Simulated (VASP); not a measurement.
Runs of VASP 6.6.1 on Pd. The structure is that of space group Fm-3m (No. 225), or close to it. The cells are those of the table. 

```tsv
spin	cell	k mesh	smearing	gap on the mesh (eV)	pressure (GPa)	moment (μB)
collinear, ferromagnetic start	a = 2.716 Å, angles 60.0°, 1 atom	14 × 14 × 14	methfessel-paxton 0.6 eV	none	0.4	0.00
collinear, ferromagnetic start	a = 2.716 Å, angles 60.0°, 1 atom	5 × 5 × 5	fermi-dirac 0.05 eV	none	3.3	(b)
off	a = 2.717 Å, angles 60.0°, 1 atom	14 × 14 × 14	fermi-dirac 0.1 eV	none	0.3	-
collinear, ferromagnetic start	a = 2.716 Å, angles 60.0°, 1 atom	14 × 14 × 14	fermi-dirac 0.05 eV	none	0.3	0.00
collinear, ferromagnetic start	a = 2.716 Å, angles 60.0°, 1 atom	14 × 14 × 14	methfessel-paxton 1 eV	none	0.0	0.00
collinear, ferromagnetic start	a = 2.716 Å, angles 60.0°, 1 atom	4 × 4 × 4	fermi-dirac 0.05 eV	none	0.1	0.00
collinear, ferromagnetic start	a = 2.716 Å, angles 60.0°, 1 atom	11 × 11 × 11	fermi-dirac 0.05 eV	none	0.6	0.00
off	a = 2.717 Å, angles 60.0°, 1 atom	14 × 14 × 14	methfessel-paxton 0.01 eV	none	-0.2	-
collinear, ferromagnetic start	a = 2.786 Å, angles 60.0°, 1 atom	23 × 23 × 23	fermi-dirac 0.05 eV	none	(a)	0.00
non-collinear, zero start, SOC	a = 2.717 Å, angles 60.0°, 1 atom	14 × 14 × 14	fermi-dirac 0.1 eV	-	0.3	0.00
off	a = 2.717 Å, angles 60.0°, 1 atom	15 × 15 × 15	fermi-dirac 0.1 eV	none	0.0	-
```

Alike in all rows: task single point; level LDA; potentials or basis VASP PAW LDA potentials, release 64 (Pd); cutoff (eV) 520.

Task: Estimate the missing entries.

Result: (a) -14.1; (b) 0.34.

Caveats: some runs use coarse meshes.

A k mesh can miss the band edges, and rows without SOC leave out spin-orbit coupling on Pd.

A gap of «none» marks levels without a gap at the run's occupations.
